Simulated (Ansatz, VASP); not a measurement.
## One calculation of Ga2O3, two programs

File INCAR:

```
SYSTEM = Ga2O3
ALGO = Normal
EDIFF = 1E-7
ENCUT = 520
GGA = PE
ISIF = 2
ISMEAR = -1
LASPH = .TRUE.
LCHARG = .FALSE.
LREAL = .FALSE.
LWAVE = .FALSE.
NBANDS = 55
NELM = 80
PREC = Accurate
SIGMA = 0.02
```

File KPOINTS:

```
k-points
0
G
  6 6 6
  0 0 0
```

Contents of POSCAR:

```
Ga2O3
1.0
    2.4922597440      1.4389068341      4.5254504599
   -2.4922597440      1.4389068341      4.5254504599
    0.0000000000     -2.8778136682      4.5254504599
Ga O
4 6
Direct
    0.8550377730      0.8550377730      0.8550377730
    0.3550377730      0.3550377730      0.3550377730
    0.1449622270      0.1449622270      0.1449622270
    0.6449622270      0.6449622270      0.6449622270
    0.4462220541      0.0537779459      0.7500000000
    0.0537779459      0.7500000000      0.4462220541
    0.5537779459      0.9462220541      0.2500000000
    0.2500000000      0.5537779459      0.9462220541
    0.9462220541      0.2500000000      0.5537779459
    0.7500000000      0.4462220541      0.0537779459
```

Input for Ansatz:

```yaml
crystal:
  lattice:
    - [2.492259744, 1.4389068341, 4.5254504599]
    - [-2.492259744, 1.4389068341, 4.5254504599]
    - [0.0, -2.8778136682, 4.5254504599]
  atoms:
    - { symbol: Ga, position: [0.855037773, 0.855037773, 0.855037773] }
    - { symbol: Ga, position: [0.355037773, 0.355037773, 0.355037773] }
    - { symbol: Ga, position: [0.144962227, 0.144962227, 0.144962227] }
    - { symbol: Ga, position: [0.644962227, 0.644962227, 0.644962227] }
    - { symbol: O, position: [0.4462220541, 0.0537779459, 0.75] }
    - { symbol: O, position: [0.0537779459, 0.75, 0.4462220541] }
    - { symbol: O, position: [0.5537779459, 0.9462220541, 0.25] }
    - { symbol: O, position: [0.25, 0.5537779459, 0.9462220541] }
    - { symbol: O, position: [0.9462220541, 0.25, 0.5537779459] }
    - { symbol: O, position: [0.75, 0.4462220541, 0.0537779459] }
kpoints:
  mp_grid: { grid: [6, 6, 6] }
  band_path:
    path:
      - [0.0, 0.0, 0.0]
      - [0.5, 0.5, 0.5]
      - [0.764580087, 0.235419913, 0.5]
      - [0.5, -0.235419913, 0.235419913]
      - [0.5, 0.0, 0.0]
      - [0.3677099565, -0.3677099565, 0.0]
      - [0.6322900435, 0.0, 0.3677099565]
      - [0.5, 0.0, 0.5]
      - [0.0, 0.166667, -0.166667]
    npoints: 1
hamiltonian:
  xc: pbe
scf:
  occupations: { method: fermi_dirac, width: 0.02 }
  n_extra_bands: 6
output:
  forces: true
  stress: true
  eigenvalues: true
```

Change from the starting cell: uniaxial_z strain +1.0%.

Alike in both runs: task single point; functional PBE; k mesh 6 × 6 × 6; occupations fermi-dirac, width 0.02 eV; no spin polarisation.

```csv
,VASP,Ansatz
version,VASP 6.6.1,Ansatz 0.2.0
potentials or method,"VASP PAW PBE potentials, release 64 (Ga_d, O)","plane waves, PAW"
plane-wave cutoff (eV),520,420
valence electrons in the cell,88,88
```

```csv
,VASP,Ansatz,Ansatz less VASP
gap on the k mesh at the Fermi level (eV),2.75,2.75,+0.007
pressure (GPa),8.2,7.2,-0.99
"traceless stress, the component that is largest in VASP (GPa)",-2.27,-2.20,+0.069
rms of the force components (eV/Å),0.025,0.020,-0.0049
```

Atom by atom the forces differ by 0.006 eV/Å (rms over components). The functional is the same, so the differences come from potentials, cutoffs and numerics.
